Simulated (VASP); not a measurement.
# SrO (Fm-3m) in VASP: single point with PBE0

Aim: the single point of SrO with PBE0.

Program: VASP 6.6.1. These are calculated values, not measurements. Logs are shortened: lines on timing, memory, paths and dates and some standing lists are left out, and cuts for length are marked.

### Step 1. The cell of the first run

Symmetry: Fm-3m, No. 225, cubic system. The conventional cell has a = 5.160 Å, b = 5.160 Å, c = 5.160 Å, α = 90.00°, β = 90.00°, γ = 90.00°. Sr (site symmetry m-3m) has 6 O at 2.58 Å within 3.4 Å. Within 3.4 Å of O (site symmetry m-3m) lie 6 Sr at 2.58 Å.

### Step 2. Single point, PBE0

The input, POSCAR:

```
SrO
1.0
    0.0000000000      2.5798923265      2.5798923265
    2.5798923265      0.0000000000      2.5798923265
    2.5798923265      2.5798923265      0.0000000000
Sr O
1 1
Direct
    0.0000000000      0.0000000000      0.0000000000
    0.5000000000      0.5000000000      0.5000000000
```

The input, INCAR.step1:

```
SYSTEM = SrO
ALGO = Normal ; EDIFF = 1E-5
ENCUT = 520 ; GGA = PE
ISIF = 2 ; ISMEAR = 0
LASPH = .TRUE. ; LCHARG = .FALSE.
LREAL = .FALSE. ; LWAVE = .TRUE.
NBANDS = 15 ; NELM = 60
PREC = Accurate ; SIGMA = 0.01
```

The input, INCAR.step2:

```
SYSTEM = SrO
AEXX = 0.25 ; ALGO = Normal
EDIFF = 1E-7 ; ENCUT = 520
GGA = PE ; ISIF = 2
ISMEAR = 0 ; ISTART = 1
LASPH = .TRUE. ; LCHARG = .FALSE.
LHFCALC = .TRUE. ; LREAL = .FALSE.
LWAVE = .FALSE. ; NBANDS = 15
NELM = 60 ; PREC = Accurate
PRECFOCK = Normal ; SIGMA = 0.01
```

The input, KPOINTS:

```
k-points
0
G
  6 6 6
  0 0 0
```

Potentials or basis: VASP PAW PBE potentials, release 64 (Sr_sv, O).

The run is started by

```sh
$ cat potpaw_PBE.64/Sr_sv/POTCAR potpaw_PBE.64/O/POTCAR > POTCAR
$ cp INCAR.step1 INCAR
$ mpirun -np 1 vasp_std > vasp.out
$ cp INCAR.step2 INCAR
$ mpirun -np 1 vasp_std > vasp.out
```

OUTCAR:

```text
SYSTEM = SrO
   AEXX = 0.25
   EDIFF = 1E-7
   ENCUT = 520
   GGA = PE
   ISIF = 2
   ISMEAR = 0
   ISTART = 1
   LASPH = .TRUE.
   LHFCALC = .TRUE.
   LREAL = .FALSE.
   NELM = 60
   PREC = Accurate
   PRECFOCK = Normal

 ion  position               nearest neighbor table
   1  0.000  0.000  0.000-   2 2.58   2 2.58   2 2.58   2 2.58   2 2.58   2 2.58
   2  0.500  0.500  0.500-   1 2.58   1 2.58   1 2.58   1 2.58   1 2.58   1 2.58

  LATTYP: Found a face centered cubic cell.
 ALAT       =     5.1597846530

  Lattice vectors:

 A1 = (   0.0000000000,   2.5798923265,   2.5798923265)
 A2 = (   2.5798923265,   0.0000000000,   2.5798923265)
 A3 = (   2.5798923265,   2.5798923265,   0.0000000000)

Analysis of symmetry for initial positions (statically):
=====================================================================
 Subroutine PRICEL returns:
 Original cell was already a primitive cell.

 Routine SETGRP: Setting up the symmetry group for a
 face centered cubic supercell.

 Subroutine GETGRP returns: Found 48 space group operations
 (whereof 48 operations were pure point group operations)
 out of a pool of 48 trial point group operations.

The static configuration has the point symmetry O_h .

Analysis of symmetry for dynamics (positions and initial velocities):
=====================================================================
 Subroutine PRICEL returns:
 Original cell was already a primitive cell.

 Routine SETGRP: Setting up the symmetry group for a
 face centered cubic supercell.

 Subroutine GETGRP returns: Found 48 space group operations
 (whereof 48 operations were pure point group operations)
 out of a pool of 48 trial point group operations.

The dynamic configuration has the point symmetry O_h .

 Subroutine INISYM returns: Found 48 space group operations
 (whereof 48 operations are pure point group operations),
 and found     1 'primitive' translations

----------------------------------------------------------------------------------------

                                     Primitive cell

  volume of cell :      34.3427

  direct lattice vectors                    reciprocal lattice vectors
     0.000000000  2.579892326  2.579892326    -0.193806538  0.193806538  0.193806538
     2.579892326  0.000000000  2.579892326     0.193806538 -0.193806538  0.193806538
     2.579892326  2.579892326  0.000000000     0.193806538  0.193806538 -0.193806538

  length of vectors
     3.648518718  3.648518718  3.648518718     0.335682771  0.335682771  0.335682771

  position of ions in fractional coordinates (direct lattice)
     0.000000000  0.000000000  0.000000000
     0.500000000  0.500000000  0.500000000

  ion indices of the primitive-cell ions
   primitive index   ion index
                 1           1
                 2           2

----------------------------------------------------------------------------------------

 KPOINTS: k-points

Automatic generation of k-mesh.
 Grid dimensions read from file:
 generate k-points for:    6    6    6

 Generating k-lattice:

  Cartesian coordinates                     Fractional coordinates (reciprocal lattice)
    -0.032301090  0.032301090  0.032301090     0.166666667  0.000000000  0.000000000
     0.032301090 -0.032301090  0.032301090     0.000000000  0.166666667  0.000000000
     0.032301090  0.032301090 -0.032301090     0.000000000  0.000000000  0.166666667

  Length of vectors
     0.055947128  0.055947128  0.055947128

  Shift w.r.t. Gamma in fractional coordinates (k-lattice)
     0.000000000  0.000000000  0.000000000

 Subroutine IBZKPT returns following result:
 ===========================================

 Found     16 irreducible k-points:

 Following reciprocal coordinates:
            Coordinates               Weight
  0.000000  0.000000  0.000000      1.000000
  0.166667  0.000000  0.000000      8.000000
  0.333333  0.000000  0.000000      8.000000
  0.500000  0.000000  0.000000      4.000000
  0.166667  0.166667  0.000000      6.000000
  0.333333  0.166667  0.000000     24.000000
[... 8 lines left out ...]
 -0.333333  0.333333  0.166667     24.000000
 -0.333333  0.500000  0.166667     12.000000
   k-points           NKPTS =     16   k-points in BZ     NKDIM =    216   number of bands    NBANDS=     15
   number of dos      NEDOS =    301   number of ions     NIONS =      2
   total plane-waves  NPLWV =  21952
   dimension x,y,z NGX =    28 NGY =   28 NGZ =   28
   dimension x,y,z NGXF=    56 NGYF=   56 NGZF=   56
   ions per type =               1   1
   NGX,Y,Z   is equivalent  to a cutoff of  12.76, 12.76, 12.76 a.u.
   NGXF,Y,Z  is equivalent  to a cutoff of  25.52, 25.52, 25.52 a.u.
 SYSTEM =  SrO
   PREC   = accura    normal or accurate (medium, high low for compatibility)
   ISTART =      1    job   : 0-new  1-cont  2-samecut
   ICHARG =      0    charge: 1-file 2-atom 10-const
   ISPIN  =      1    spin polarized calculation?
   LNONCOLLINEAR =      F non collinear calculations
   LSORBIT =      F    spin-orbit coupling
   LASPH  =      T    aspherical Exc in radial PAW
   ENCUT  =  520.0 eV  38.22 Ry    6.18 a.u.   6.78  6.78  6.78*2*pi/ulx,y,z
   NELM   =     60;   NELMIN=  2; NELMDL=  0     # of ELM steps
   EDIFF  = 0.1E-06   stopping-criterion for ELM
   LREAL  =      F    real-space projection
   EDIFFG = 0.1E-05   stopping-criterion for IOM
   NSW    =      0    number of steps for IOM
   IBRION =     -1    ionic relax: 0-MD 1-quasi-New 2-CG
   NFREE  =      0    steps in history (QN), initial steepest desc. (CG)
   ISIF   =      2    stress and relaxation
   ISYM   =      3    0-nonsym 1-usesym 2-fastsym
   POTIM  = 0.5000    time-step for ionic-motion
   TEBEG  =    0.0;   TEEND  =   0.0 temperature during run
   PSTRESS=    0.0 pullay stress
   NELECT =      16.0000    total number of electrons
   NUPDOWN=      -1.0000    fix difference up-down
   EMIN   =  10.00;   EMAX   =-10.00  energy-range for DOS
   EFERMI =   0.00;   METHOD = LEGACY
   ISMEAR =     0;   SIGMA  =   0.01  broadening in eV -4-tet -1-fermi 0-gaus
   EFERMI_NEDOS =   21; number of points for ismear=-14 and -15
   IALGO  =     38    algorithm
   IMIX   =      1    mixing-type and parameters
     AMIX     =   0.40;   BMIX     =  1.00
     AMIX_MAG =   1.60;   BMIX_MAG =  1.00
  volume/ion in A,a.u.               =      17.17       115.88
  Fermi-wavevector in a.u.,A,eV,Ry     =   1.269122  2.398292 21.914492  1.610670
  Thomas-Fermi vector in A             =   2.402180
   LORBIT       =      0    0 simple, 1 ext, 2 COOP (PROOUT), +10 PAW based schemes
   GGA     = PE    functional components
   LHFCALC =     T    Hartree Fock is set to
   PRECFOCK=normal    Normal, Fast or Accurate (Low or Medium for compatibility)
   ENCUT4O =  -1.0   cutoff for four orbital integrals eV
   NKREDX  =     1    reduce k-point grid by
   NKREDY  =     1    reduce k-point grid by
   NKREDZ  =     1    reduce k-point grid by
   AEXX    =    0.2500 exact exchange contribution
   HFSCREEN=    0.0000 screening length (either q_TF or 0.3 A-1)
   HFSCREENC=   0.0000 screening length for correlation (either q_TF or 0.3 A-1)
   ENCUTFOCK=  -1.0 apply spherical cutoff to Coloumb kernel
   IVDW    =     0    specifies the selected vdW correction
   LEPSILON=     F    determine dielectric tensor
   LRPA    =     F    only Hartree local field effects (RPA)
 non-spin polarized calculation
 Gauss-broadening in eV      SIGMA  =   0.01
  energy-cutoff  :      520.00
  volume of cell :       34.34
 maximum number of plane-waves:       941
  NGX = 24; NGY = 24; NGZ = 24

 number of electron      15.9999998 magnetization

 Free energy of the ion-electron system (eV)
  ---------------------------------------------------
  ext. energy  EPLUGINS =         0.00000000
  ---------------------------------------------------
  free energy    TOTEN  =       -14.76819409 eV

  energy without entropy =      -14.76819409  energy(sigma->0) =      -14.76819409

 E-fermi :   0.2323     XC(G=0):  -7.8448

 val. band max:        0.1568078099   @ k =   0.0000   0.0000   0.0000
 cond. band min:       5.6428279079   @ k =   0.5000   0.5000   0.0000
 fundamental gap:      5.4860200981
 Fermi energy:         0.2322804788

 k-point     1 :       0.0000    0.0000    0.0000
  band No.  band energies     occupation
      1     -34.2409      2.00000
      2     -16.4172      2.00000
      3     -14.5866      2.00000
      4     -14.5866      2.00000
      5     -14.5866      2.00000
      6       0.1568      2.00000
      7       0.1568      2.00000
      8       0.1568      2.00000
      9       6.2640      0.00000
     10       8.7707      0.00000
     11       8.7707      0.00000
     12       8.7707      0.00000
     13      11.0062      0.00000
     14      11.0062      0.00000
     15      15.1100      0.00000

 k-point     2 :       0.1667    0.0000    0.0000
  band No.  band energies     occupation
      1     -34.2057      2.00000
      2     -16.8436      2.00000
      3     -14.6061      2.00000
      4     -14.6061      2.00000
      5     -14.2386      2.00000
      6      -0.5740      2.00000
      7      -0.1831      2.00000
      8      -0.1831      2.00000
      9       7.4449      0.00000
     10       8.5310      0.00000
     11       9.3321      0.00000
     12       9.3321      0.00000
     13      11.7453      0.00000
     14      11.7453      0.00000
     15      16.8475      0.00000
[... 221 lines left out ...]
      3     -15.1364      2.00000
      4     -15.0045      2.00000
      5     -14.0706      2.00000
      6      -1.2547      2.00000
      7      -0.5725      2.00000
      8      -0.5072      2.00000
      9       8.7262      0.00000
     10       8.8349      0.00000
     11      11.6499      0.00000
     12      12.8788      0.00000
     13      14.3260      0.00000
     14      15.6836      0.00000
     15      16.4433      0.00000

 k-point    16 :      -0.3333    0.5000    0.1667
  band No.  band energies     occupation
      1     -34.0562      2.00000
      2     -16.8272      2.00000
      3     -15.4348      2.00000
      4     -15.1269      2.00000
      5     -14.3265      2.00000
      6      -0.7900      2.00000
      7      -0.3743      2.00000
      8      -0.2114      2.00000
      9       7.0744      0.00000
     10      10.1597      0.00000
     11      11.1061      0.00000
     12      13.8285      0.00000
     13      13.9459      0.00000
     14      15.6386      0.00000
     15      16.2421      0.00000

------------------------ aborting loop because EDIFF is reached ----------------------------------------

  FORCE on cell =-STRESS in cart. coord.  units (eV):
  Direction    XX          YY          ZZ          XY          YZ          ZX
  --------------------------------------------------------------------------------------
  -------------------------------------------------------------------------------------
  Total        0.0251936      0.0251936      0.0251936      0.0000000     -0.0000000      0.0000000
  in kB        1.1753486      1.1753486      1.1753486      0.0000000     -0.0000000      0.0000000
  external PRESSURE =       1.1753486 kB  Pullay stress =       0.0000000 kB

 VOLUME and BASIS-vectors are now :
 -----------------------------------------------------------------------------
  energy-cutoff  :      520.00
  volume of cell :       34.34
      direct lattice vectors                 reciprocal lattice vectors
     0.000000000  2.579892326  2.579892326    -0.193806538  0.193806538  0.193806538
     2.579892326  0.000000000  2.579892326     0.193806538 -0.193806538  0.193806538
     2.579892326  2.579892326  0.000000000     0.193806538  0.193806538 -0.193806538

 POSITION                                       TOTAL-FORCE (eV/Angst)
 -----------------------------------------------------------------------------------
      0.00000      0.00000      0.00000         0.000000      0.000000      0.000000
      2.57989      2.57989      2.57989        -0.000000     -0.000000     -0.000000
 -----------------------------------------------------------------------------------
    total drift:                               -0.000000     -0.000000     -0.000000

  FREE ENERGIE OF THE ION-ELECTRON SYSTEM (eV)
  ---------------------------------------------------
  free  energy   TOTEN  =       -14.7681940873 eV

  energy  without entropy=      -14.7681940873  energy(sigma->0) =      -14.76819409
```

Wall time 26 min (1 thread of Intel Xeon 6975P-C (Granite Rapids), shared host); peak memory 0.18 GiB.

What came out:

```
Free energy            : -14.7682 eV
Pressure               : 0.1 GPa
Band gap on the k mesh : 5.49 eV, indirect (least direct gap 5.60 eV)
```

Levels at points of the mesh, in eV from the valence-band top:
```tsv
k point	band 5	band 6	band 7	band 8	band 9	band 10	band 11	band 12
(0.00, 0.00, 0.00)	-14.74	0.00	0.00	0.00	6.11	8.61	8.61	8.61
(0.50, 0.00, 0.00)	-13.75	-2.28	-1.20	-1.20	8.97	10.63	11.43	11.43
(0.50, 0.50, 0.00)	-15.12	-0.52	-0.11	-0.11	5.49	10.25	12.76	12.81
```

Caveat: the PAW data sets were made with another functional, which shifts forces and pressure a little. A k mesh can miss the band edges.
